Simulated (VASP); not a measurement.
# BN (Qingsongite): single point with r2SCAN

The system is BN (Qingsongite).

```xyz
2
Lattice="0.0000 1.7525 1.8048 1.7525 0.0000 1.8048 1.7525 1.7525 0.0000" Properties=species:S:1:pos:R:3 pbc="T T T"
B     0.0000    0.0000    0.0000
N     0.8762    0.8762    0.9024
```

This cell differs from its parent crystal: biaxial xy strain -2.9%.

- Program: VASP 6.6.1
- Task: single point
- Functional: r2SCAN
- Potentials or basis: VASP PAW PBE potentials, release 64 (B, N)
- Cutoff: 520 eV
- k mesh: 12 × 12 × 12
- Occupations: gaussian, width 0.01 eV
- Spin: no spin polarisation

| Item | Value |
| --- | --- |
| Pressure | 27.0 GPa |
| Band gap on the k mesh | 4.76 eV, indirect (least direct gap 9.67 eV) |

Stress tensor (GPa, compression positive):
```
34.04  0.00  0.00
 0.00 34.04  0.00
 0.00  0.00 13.04
```

Levels at points of the mesh, in eV from the valence-band top:
```tsv
k point	band 1	band 2	band 3	band 4	band 5	band 6	band 7	band 8
(0.00, 0.00, 0.00)	-22.15	-0.33	0.00	0.00	9.67	9.67	9.88	12.06
(0.50, 0.00, 0.00)	-17.54	-11.80	-2.50	-1.99	10.96	11.91	12.12	16.99
(0.50, 0.50, 0.00)	-16.28	-10.16	-5.24	-5.24	5.33	10.57	20.13	20.13
(0.50, 0.00, 0.50)	-15.90	-9.71	-5.69	-5.67	4.76	9.84	19.92	20.42
```

Wall time 31 s on 1 thread of Intel(R) Xeon(R) 6975P-C (Granite Rapids) (shared host), peak memory 0.13 GiB.

Caveat: the cell differs from its parent crystal (biaxial xy strain -2.9%); the PAW data sets were made with another functional, which shifts forces and pressure a little. A k mesh can miss the band edges.
